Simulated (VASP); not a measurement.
# Na27H26 (a cell with a defect) in VASP: relaxation of the atoms with PBE

Aim: the relaxation of the atoms of Na27H26 (a cell with a defect) with PBE.

Everything below comes from runs of VASP 6.6.1. Logs are shortened: lines on timing, memory, paths and dates and some standing lists are left out, and cuts for length are marked.

## (1) The cell of the first run

The cell holds a defect, 53 atoms: a = 10.125 Å, b = 10.125 Å, c = 10.125 Å, α = 60.00°, β = 60.00°, γ = 60.00°.

## (2) Relaxation of the atoms, PBE (atoms taken out)

File INCAR:

```
ALGO = Normal
EDIFF = 1E-6
EDIFFG = -0.03
ENCUT = 520
GGA = PE
IBRION = 2
ISIF = 2
ISMEAR = -1
KPAR = 4
LASPH = T
LCHARG = F
LREAL = Auto
LWAVE = F
NELECT = 214.0
NELM = 80
NSW = 60
PREC = Accurate
SIGMA = 0.01
```

File KPOINTS:

```
k-points
0
Gamma
  3 3 3
```

File POSCAR:

```
Na27H26
1.0
    0.0000000000      7.1592649956      7.1592649956
    7.1592649956      0.0000000000      7.1592649956
    7.1592649956      7.1592649956      0.0000000000
Na H
27 26
Direct
    0.0000000000      0.0000000000      0.0000000000
    0.0000000000      0.0000000000      0.3333333333
    0.0000000000      0.0000000000      0.6666666667
    0.0000000000      0.3333333333      0.0000000000
    0.0000000000      0.3333333333      0.3333333333
    0.0000000000      0.3333333333      0.6666666667
    0.0000000000      0.6666666667      0.0000000000
    0.0000000000      0.6666666667      0.3333333333
    0.0000000000      0.6666666667      0.6666666667
    0.3333333333      0.0000000000      0.0000000000
    0.3333333333      0.0000000000      0.3333333333
    0.3333333333      0.0000000000      0.6666666667
    0.3333333333      0.3333333333      0.0000000000
    0.3333333333      0.3333333333      0.3333333333
    0.3333333333      0.3333333333      0.6666666667
    0.3333333333      0.6666666667      0.0000000000
    0.3333333333      0.6666666667      0.3333333333
    0.3333333333      0.6666666667      0.6666666667
    0.6666666667      0.0000000000      0.0000000000
    0.6666666667      0.0000000000      0.3333333333
    0.6666666667      0.0000000000      0.6666666667
    0.6666666667      0.3333333333      0.0000000000
    0.6666666667      0.3333333333      0.3333333333
    0.6666666667      0.3333333333      0.6666666667
    0.6666666667      0.6666666667      0.0000000000
    0.6666666667      0.6666666667      0.3333333333
    0.6666666667      0.6666666667      0.6666666667
    0.1666666667      0.1666666667      0.5000000000
    0.1666666667      0.1666666667      0.8333333333
    0.1666666667      0.5000000000      0.1666666667
    0.1666666667      0.5000000000      0.5000000000
    0.1666666667      0.5000000000      0.8333333333
    0.1666666667      0.8333333333      0.1666666667
    0.1666666667      0.8333333333      0.5000000000
    0.1666666667      0.8333333333      0.8333333333
    0.5000000000      0.1666666667      0.1666666667
    0.5000000000      0.1666666667      0.5000000000
    0.5000000000      0.1666666667      0.8333333333
    0.5000000000      0.5000000000      0.1666666667
    0.5000000000      0.5000000000      0.5000000000
    0.5000000000      0.5000000000      0.8333333333
    0.5000000000      0.8333333333      0.1666666667
    0.5000000000      0.8333333333      0.5000000000
    0.5000000000      0.8333333333      0.8333333333
    0.8333333333      0.1666666667      0.1666666667
    0.8333333333      0.1666666667      0.5000000000
    0.8333333333      0.1666666667      0.8333333333
    0.8333333333      0.5000000000      0.1666666667
    0.8333333333      0.5000000000      0.5000000000
    0.8333333333      0.5000000000      0.8333333333
    0.8333333333      0.8333333333      0.1666666667
    0.8333333333      0.8333333333      0.5000000000
    0.8333333333      0.8333333333      0.8333333333
```

Potentials or basis: VASP PAW PBE potentials, release 64 (Na_pv, H).

Started as:

```
> cat potpaw_PBE.64/Na_pv/POTCAR potpaw_PBE.64/H/POTCAR > POTCAR
> mpirun -np 4 vasp_std > vasp.out
```

OUTCAR:

```text
EDIFF = 1E-6
   EDIFFG = -0.03
   ENCUT = 520
   GGA = PE
   IBRION = 2
   ISIF = 2
   ISMEAR = -1
   LASPH = T
   LREAL = Auto
   NELECT = 214.0
   NELM = 80
   NSW = 60
   PREC = Accurate

 ion  position               nearest neighbor table
   1  0.000  0.000  0.000-
   2  0.000  0.000  0.333-
   3  0.000  0.000  0.667-
   4  0.000  0.333  0.000-
   5  0.000  0.333  0.333-
   6  0.000  0.333  0.667-
[... 45 lines left out ...]
  52  0.833  0.833  0.500-
  53  0.833  0.833  0.833-

  LATTYP: Found a face centered cubic cell.
 ALAT       =    14.3185299912

  Lattice vectors:

 A1 = (   0.0000000000,   7.1592649956,   7.1592649956)
 A2 = (   7.1592649956,   0.0000000000,   7.1592649956)
 A3 = (   7.1592649956,   7.1592649956,   0.0000000000)

Analysis of symmetry for initial positions (statically):
=====================================================================
 Subroutine PRICEL returns:
 Original cell was already a primitive cell.

 Routine SETGRP: Setting up the symmetry group for a
 face centered cubic supercell.

 Subroutine GETGRP returns: Found 48 space group operations
 (whereof  6 operations were pure point group operations)
 out of a pool of 48 trial point group operations.

The static configuration has the point symmetry C_3v.
 The point group associated with its full space group is O_h .

Analysis of symmetry for dynamics (positions and initial velocities):
=====================================================================
 Subroutine PRICEL returns:
 Original cell was already a primitive cell.

 Routine SETGRP: Setting up the symmetry group for a
 face centered cubic supercell.

 Subroutine GETGRP returns: Found 48 space group operations
 (whereof  6 operations were pure point group operations)
 out of a pool of 48 trial point group operations.

The dynamic configuration has the point symmetry C_3v.
 The point group associated with its full space group is O_h .

 Subroutine INISYM returns: Found 48 space group operations
 (whereof  6 operations are pure point group operations),
 and found     1 'primitive' translations

----------------------------------------------------------------------------------------

                                     Primitive cell

  volume of cell :     733.8973

  direct lattice vectors                    reciprocal lattice vectors
     0.000000000  7.159264996  7.159264996    -0.069839572  0.069839572  0.069839572
     7.159264996  0.000000000  7.159264996     0.069839572 -0.069839572  0.069839572
     7.159264996  7.159264996  0.000000000     0.069839572  0.069839572 -0.069839572

  length of vectors
    10.124729653 10.124729653 10.124729653     0.120965686  0.120965686  0.120965686

  position of ions in fractional coordinates (direct lattice)
     0.000000000  0.000000000  0.000000000
     0.000000000  0.000000000  0.333333333
     0.000000000  0.000000000  0.666666667
     0.000000000  0.333333333  0.000000000
     0.000000000  0.333333333  0.333333333
     0.000000000  0.333333333  0.666666667
[... 45 lines left out ...]
     0.833333333  0.833333333  0.500000000
     0.833333333  0.833333333  0.833333333

  ion indices of the primitive-cell ions
   primitive index   ion index
                 1           1
                 2           2
                 3           3
                 4           4
                 5           5
                 6           6
[... 45 lines left out ...]
                52          52
                53          53

----------------------------------------------------------------------------------------

 KPOINTS: k-points

Automatic generation of k-mesh.
 Grid dimensions read from file:
 generate k-points for:    3    3    3

 Generating k-lattice:

  Cartesian coordinates                     Fractional coordinates (reciprocal lattice)
    -0.023279857  0.023279857  0.023279857     0.333333333  0.000000000  0.000000000
     0.023279857 -0.023279857  0.023279857     0.000000000  0.333333333  0.000000000
     0.023279857  0.023279857 -0.023279857     0.000000000  0.000000000  0.333333333

  Length of vectors
     0.040321895  0.040321895  0.040321895

  Shift w.r.t. Gamma in fractional coordinates (k-lattice)
     0.000000000  0.000000000  0.000000000

 Subroutine IBZKPT returns following result:
 ===========================================

 Found      4 irreducible k-points:

 Following reciprocal coordinates:
            Coordinates               Weight
  0.000000  0.000000  0.000000      1.000000
  0.333333  0.000000  0.000000      8.000000
  0.333333  0.333333  0.000000      6.000000
 -0.333333  0.333333  0.000000     12.000000
   k-points           NKPTS =      4   k-points in BZ     NKDIM =      4   number of bands    NBANDS=    134
   number of dos      NEDOS =    301   number of ions     NIONS =     53
   total plane-waves  NPLWV = 512000
   dimension x,y,z NGX =    80 NGY =   80 NGZ =   80
   dimension x,y,z NGXF=   160 NGYF=  160 NGZF=  160
   ions per type =              27  26
   NGX,Y,Z   is equivalent  to a cutoff of  13.14, 13.14, 13.14 a.u.
   NGXF,Y,Z  is equivalent  to a cutoff of  26.27, 26.27, 26.27 a.u.
 SYSTEM =  unknown system
   PREC   = accura    normal or accurate (medium, high low for compatibility)
   ISTART =      0    job   : 0-new  1-cont  2-samecut
   ICHARG =      2    charge: 1-file 2-atom 10-const
   ISPIN  =      1    spin polarized calculation?
   LNONCOLLINEAR =      F non collinear calculations
   LSORBIT =      F    spin-orbit coupling
   LASPH  =      T    aspherical Exc in radial PAW
   ENCUT  =  520.0 eV  38.22 Ry    6.18 a.u.  18.83 18.83 18.83*2*pi/ulx,y,z
   NELM   =     80;   NELMIN=  2; NELMDL= -5     # of ELM steps
   EDIFF  = 0.1E-05   stopping-criterion for ELM
   LREAL  =      T    real-space projection
   EDIFFG = -.3E-01   stopping-criterion for IOM
   NSW    =     60    number of steps for IOM
   IBRION =      2    ionic relax: 0-MD 1-quasi-New 2-CG
   NFREE  =      1    steps in history (QN), initial steepest desc. (CG)
   ISIF   =      2    stress and relaxation
   ISYM   =      2    0-nonsym 1-usesym 2-fastsym
   POTIM  = 0.5000    time-step for ionic-motion
   TEBEG  =    0.0;   TEEND  =   0.0 temperature during run
   PSTRESS=    0.0 pullay stress
   NELECT =     214.0000    total number of electrons
   NUPDOWN=      -1.0000    fix difference up-down
   EMIN   =  10.00;   EMAX   =-10.00  energy-range for DOS
   EFERMI =   0.00;   METHOD = LEGACY
   ISMEAR =    -1;   SIGMA  =   0.01  broadening in eV -4-tet -1-fermi 0-gaus
   EFERMI_NEDOS =   21; number of points for ismear=-14 and -15
   IALGO  =     38    algorithm
   IMIX   =      4    mixing-type and parameters
     AMIX     =   0.40;   BMIX     =  1.00
     AMIX_MAG =   1.60;   BMIX_MAG =  1.00
  volume/ion in A,a.u.               =      13.85        93.44
  Fermi-wavevector in a.u.,A,eV,Ry     =   1.085595  2.051476 16.034677  1.178516
  Thomas-Fermi vector in A             =   2.221712
   LORBIT       =      0    0 simple, 1 ext, 2 COOP (PROOUT), +10 PAW based schemes
   GGA     = PE    functional components
   LHFCALC =     F    Hartree Fock is set to
   AEXX    =    0.0000 exact exchange contribution
   IVDW    =     0    specifies the selected vdW correction
   LEPSILON=     F    determine dielectric tensor
   LRPA    =     F    only Hartree local field effects (RPA)
 conjugate gradient relaxation of ions
 non-spin polarized calculation
  energy-cutoff  :      520.00
  volume of cell :      733.90
 maximum number of plane-waves:     19818
 NGX is ok and might be reduce to    80
   NGX = 37   NGY = 37   NGZ = 37

--------------------------------------- Ionic step        1  -------------------------------------------

 number of electron     214.0000006 magnetization

 Free energy of the ion-electron system (eV)
  ---------------------------------------------------
  ext. energy  EPLUGINS =         0.00000000
  ---------------------------------------------------
  free energy    TOTEN  =      -133.64481404 eV

  energy without entropy =     -133.64481404  energy(sigma->0) =     -133.64481404

------------------------ aborting loop because EDIFF is reached ----------------------------------------

  FORCE on cell =-STRESS in cart. coord.  units (eV):
  Direction    XX          YY          ZZ          XY          YZ          ZX
  --------------------------------------------------------------------------------------
  -------------------------------------------------------------------------------------
  Total        0.7423672      0.7423672      0.7423672     -0.0000000     -0.0000000      0.0000000
  in kB        1.6206679      1.6206679      1.6206679     -0.0000000     -0.0000000      0.0000000
  external PRESSURE =       1.6206679 kB  Pullay stress =       0.0000000 kB
[... 420 lines left out ...]
  energy  without entropy=     -134.1813330946  energy(sigma->0) =     -134.18133309

--------------------------------------- Ionic step        6  -------------------------------------------

 number of electron     214.0000004 magnetization

 Free energy of the ion-electron system (eV)
  ---------------------------------------------------
  ext. energy  EPLUGINS =         0.00000000
  ---------------------------------------------------
  free energy    TOTEN  =      -134.20238125 eV

  energy without entropy =     -134.20238125  energy(sigma->0) =     -134.20238125

 E-fermi :  -0.7472     XC(G=0):  -7.7984

 val. band max:       -1.0016791389   @ k =   0.3333   0.3333   0.0000
 cond. band min:       2.0144648677   @ k =   0.3333   0.0000   0.0000
 fundamental gap:      3.0161440067
 Fermi energy:        -0.7471928091

 k-point     1 :       0.0000    0.0000    0.0000
  band No.  band energies     occupation
      1     -23.2695      2.00000
      2     -23.2586      2.00000
      3     -23.2586      2.00000
      4     -23.2586      2.00000
      5     -23.2528      2.00000
      6     -23.2528      2.00000
[... 111 lines left out ...]
    118       4.8388      0.00000
    119       4.8388      0.00000

 k-point     2 :       0.3333    0.0000    0.0000
  band No.  band energies     occupation
      1     -23.2717      2.00000
      2     -23.2602      2.00000
      3     -23.2602      2.00000
      4     -23.2568      2.00000
      5     -23.2517      2.00000
      6     -23.2517      2.00000
[... 111 lines left out ...]
    118       4.3544      0.00000
    119       4.3544      0.00000

 k-point     3 :       0.3333    0.3333    0.0000
  band No.  band energies     occupation
      1     -23.2724      2.00000
      2     -23.2597      2.00000
      3     -23.2592      2.00000
      4     -23.2592      2.00000
      5     -23.2528      2.00000
      6     -23.2496      2.00000
[... 111 lines left out ...]
    118       4.4799      0.00000
    119       4.4910      0.00000

 k-point     4 :      -0.3333    0.3333    0.0000
  band No.  band energies     occupation
      1     -23.2730      2.00000
      2     -23.2604      2.00000
      3     -23.2597      2.00000
      4     -23.2587      2.00000
      5     -23.2518      2.00000
      6     -23.2497      2.00000
[... 111 lines left out ...]
    118       4.3939      0.00000
    119       4.4878      0.00000
 [bands above 119 left out]

------------------------ aborting loop because EDIFF is reached ----------------------------------------

  FORCE on cell =-STRESS in cart. coord.  units (eV):
  Direction    XX          YY          ZZ          XY          YZ          ZX
  --------------------------------------------------------------------------------------
  -------------------------------------------------------------------------------------
  Total        1.5528316      1.5528316      1.5528316     -0.0000000     -0.0000000     -0.0000000
  in kB        3.3899996      3.3899996      3.3899996     -0.0000000     -0.0000000     -0.0000000
  external PRESSURE =       3.3899996 kB  Pullay stress =       0.0000000 kB
[... 68 lines left out ...]
  FREE ENERGIE OF THE ION-ELECTRON SYSTEM (eV)
  ---------------------------------------------------
  free  energy   TOTEN  =      -134.2023812475 eV

  energy  without entropy=     -134.2023812475  energy(sigma->0) =     -134.20238125

 reached required accuracy - stopping structural energy minimisation
```

Run time: 12 min. Hardware: 4 MPI ranks of Intel Xeon Platinum 8488C (Sapphire Rapids), shared host; peak memory 1.2 GiB.

What came out:

```
Free energy                  : -134.2024 eV
Energy gained by relaxing    : 10.5 meV/atom
Ionic steps                  : 6
Largest force after relaxing : 0.022 eV/Å
```

Forces in eV/Å, atoms in the order of the input:
```
Na   0.009  0.009  0.009
Na   0.000  0.000 -0.009
Na  -0.009 -0.009  0.009
Na   0.000 -0.009  0.000
Na   0.009  0.000  0.000
Na   0.016 -0.016  0.000
Na  -0.009  0.009 -0.009
Na   0.016  0.000 -0.016
Na   0.000 -0.016 -0.016
Na  -0.009  0.000  0.000
Na   0.000  0.009  0.000
Na  -0.016  0.016  0.000
Na   0.000  0.000  0.009
Na  -0.009 -0.009 -0.009
Na   0.009  0.009 -0.009
Na  -0.016  0.000  0.016
Na   0.009 -0.009  0.009
Na   0.000  0.016  0.016
Na   0.009 -0.009 -0.009
Na   0.000  0.016 -0.016
Na  -0.016  0.000 -0.016
Na   0.000 -0.016  0.016
Na  -0.009  0.009  0.009
Na   0.016  0.000  0.016
Na  -0.016 -0.016  0.000
Na   0.016  0.016  0.000
Na   0.000  0.000  0.000
H    0.004  0.004  0.000
H   -0.004 -0.004  0.000
H    0.004  0.000  0.004
H   -0.005  0.005  0.005
H    0.000 -0.004  0.004
H   -0.004  0.000 -0.004
H    0.000  0.004 -0.004
H    0.005 -0.005 -0.005
H    0.000  0.004  0.004
H    0.005 -0.005  0.005
H   -0.004  0.000  0.004
H    0.005  0.005 -0.005
H   -0.005 -0.005 -0.005
H    0.000  0.000  0.013
H   -0.004  0.004  0.000
H    0.000  0.013  0.000
H   -0.013  0.000  0.000
H    0.000 -0.004 -0.004
H    0.004  0.000 -0.004
H   -0.005  0.005 -0.005
H    0.004 -0.004  0.000
H    0.013  0.000  0.000
H    0.000 -0.013  0.000
H   -0.005 -0.005  0.005
H    0.000  0.000 -0.013
H    0.005  0.005  0.005
```

Step by step:
| step | energy change (eV) | largest force (eV/Å) | pressure (GPa) |
| --- | --- | --- | --- |
| 1 | 0.0000 | 0.7399 | 0.16 |
| 2 | -0.1982 | 0.5938 | 0.19 |
| 3 | -0.5071 | 0.1337 | 0.31 |
| 4 | -0.5156 | 0.1598 | 0.34 |
| 5 | -0.5365 | 0.1173 | 0.34 |
| 6 | -0.5576 | 0.0224 | 0.34 |

Final structure:
```cif
data_structure
_symmetry_space_group_name_H-M 'P 1'
_symmetry_Int_Tables_number 1
_cell_length_a 10.1247
_cell_length_b 10.1247
_cell_length_c 10.1247
_cell_angle_alpha 60.000
_cell_angle_beta 60.000
_cell_angle_gamma 60.000
_cell_volume 733.90
loop_
_atom_site_label
_atom_site_type_symbol
_atom_site_fract_x
_atom_site_fract_y
_atom_site_fract_z
_atom_site_occupancy
Na1 Na 0.99968 0.99968 0.99968 1
Na2 Na 0.98678 0.98678 0.34655 1
Na3 Na 0.99968 0.99968 0.66762 1
Na4 Na 0.98678 0.34655 0.98678 1
Na5 Na 0.98678 0.34655 0.34655 1
Na6 Na 0.99997 0.33336 0.66667 1
Na7 Na 0.99968 0.66762 0.99968 1
Na8 Na 0.99997 0.66667 0.33336 1
Na9 Na 0.99997 0.66667 0.66667 1
Na10 Na 0.34655 0.98678 0.98678 1
Na11 Na 0.34655 0.98678 0.34655 1
Na12 Na 0.33336 0.99997 0.66667 1
Na13 Na 0.34655 0.34655 0.98678 1
Na14 Na 0.33365 0.33365 0.33365 1
Na15 Na 0.33365 0.33365 0.66571 1
Na16 Na 0.33336 0.66667 0.99997 1
Na17 Na 0.33365 0.66571 0.33365 1
Na18 Na 0.33336 0.66667 0.66667 1
Na19 Na 0.66762 0.99968 0.99968 1
Na20 Na 0.66667 0.99997 0.33336 1
Na21 Na 0.66667 0.99997 0.66667 1
Na22 Na 0.66667 0.33336 0.99997 1
Na23 Na 0.66571 0.33365 0.33365 1
Na24 Na 0.66667 0.33336 0.66667 1
Na25 Na 0.66667 0.66667 0.99997 1
Na26 Na 0.66667 0.66667 0.33336 1
Na27 Na 0.66667 0.66667 0.66667 1
H1 H 0.16667 0.16667 0.49250 1
H2 H 0.16667 0.16667 0.84083 1
H3 H 0.16667 0.49250 0.16667 1
H4 H 0.16567 0.50033 0.50033 1
H5 H 0.16667 0.49250 0.84083 1
H6 H 0.16667 0.84083 0.16667 1
H7 H 0.16667 0.84083 0.49250 1
H8 H 0.16766 0.83300 0.83300 1
H9 H 0.49250 0.16667 0.16667 1
H10 H 0.50033 0.16567 0.50033 1
H11 H 0.49250 0.16667 0.84083 1
H12 H 0.50033 0.50033 0.16567 1
H13 H 0.50033 0.50033 0.50033 1
H14 H 0.50177 0.50177 0.83157 1
H15 H 0.49250 0.84083 0.16667 1
H16 H 0.50177 0.83157 0.50177 1
H17 H 0.50177 0.83157 0.83157 1
H18 H 0.84083 0.16667 0.16667 1
H19 H 0.84083 0.16667 0.49250 1
H20 H 0.83300 0.16766 0.83300 1
H21 H 0.84083 0.49250 0.16667 1
H22 H 0.83157 0.50177 0.50177 1
H23 H 0.83157 0.50177 0.83157 1
H24 H 0.83300 0.83300 0.16766 1
H25 H 0.83157 0.83157 0.50177 1
H26 H 0.83300 0.83300 0.83300 1
```

Caveat: the cell carries a net charge on a neutralising background, which shifts energy and pressure; the cell differs from its parent crystal (atoms taken out); the cell is charged against a uniform background, so pressure and absolute levels hang on convention.
